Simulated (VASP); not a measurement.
Runs of VASP 6.6.1 on LiF. The structure is that of space group Pm-3m (No. 221), or close to it. The cells are those of the table. 

```tsv
cell	gap on the mesh (eV)
a = 2.624, b = 2.624, c = 2.432 Å, 2 atoms	6.86
a = 2.432, b = 2.432, c = 2.496 Å, 2 atoms	(a)
a = 2.432, b = 2.432, c = 2.624 Å, 2 atoms	7.67
a = 2.496, b = 2.496, c = 2.560 Å, 2 atoms	7.66
a = 2.496, b = 2.496, c = 2.624 Å, 2 atoms	7.36
a = 2.496, b = 2.496, c = 2.688 Å, 2 atoms	(b)
a = 2.496 Å, 2 atoms	7.96
a = 2.432, b = 2.432, c = 2.560 Å, 2 atoms	8.02
a = 2.560, b = 2.560, c = 2.496 Å, 2 atoms	7.38
a = 2.624 Å, 2 atoms	6.73
a = 2.688, b = 2.688, c = 2.624 Å, 2 atoms	6.29
a = 2.624, b = 2.624, c = 2.560 Å, 2 atoms	6.80
```

Alike in all rows: task single point; level LDA; potentials or basis VASP PAW LDA potentials, release 64 (Li_sv, F); no spin polarisation; k mesh 10 × 10 × 10; cutoff (eV) 520; smearing gaussian 0.05 eV.

Task: Fill in the values left out.

Result: (a) 8.37; (b) 7.05.

A k mesh can miss the band edges.
